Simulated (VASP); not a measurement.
A run of VASP 6.6.1:

The input INCAR:

```
ALGO = Normal
EDIFF = 1E-6
ENCUT = 520
GGA = PE
ISIF = 2
ISMEAR = 0
ISPIN = 2
LASPH = True
LCHARG = False
LDAU = True
LDAUJ = 0 0
LDAUL = 2 -1
LDAUPRINT = 1
LDAUTYPE = 2
LDAUU = 5.9 0
LMAXMIX = 4
LORBIT = 11
LREAL = False
LWAVE = False
MAGMOM = 4 4 0 0 0 0
NBANDS = 38
NELM = 150
NUPDOWN = 8.0
PREC = Accurate
SIGMA = 0.05
```

File KPOINTS:

```
k-points
0
Gamma
  5 5 8
```

Contents of POSCAR:

```
MnO2
1.0
    4.4000000000      0.0000000000      0.0000000000
    0.0000000000      4.4000000000      0.0000000000
    0.0000000000      0.0000000000      2.8700000000
Mn O
2 4
Direct
    0.0000000000      0.0000000000      0.0000000000
    0.5000000000      0.5000000000      0.5000000000
    0.3030000000      0.3030000000      0.0000000000
    0.1970000000      0.8030000000      0.5000000000
    0.6970000000      0.6970000000      0.0000000000
    0.8030000000      0.1970000000      0.5000000000
```

Potentials or basis: VASP PAW PBE potentials, release 64 (Mn_pv, O).

Run with:

```sh
$ cat potpaw_PBE.64/Mn_pv/POTCAR potpaw_PBE.64/O/POTCAR > POTCAR
$ mpirun -np 1 vasp_std > vasp.out
```

Hardware: 1 thread of Intel(R) Xeon(R) Platinum 8259CL CPU @ 2.50GHz (Skylake/Cascade Lake), with other jobs on the host.

Question: Estimate the wall time of this run.

Answer: Wall time 90 s on 1 thread of Intel(R) Xeon(R) Platinum 8259CL CPU @ 2.50GHz (Skylake/Cascade Lake), with other jobs on the host, peak memory 0.25 GiB. Counts: scf iterations 15, k points 30.
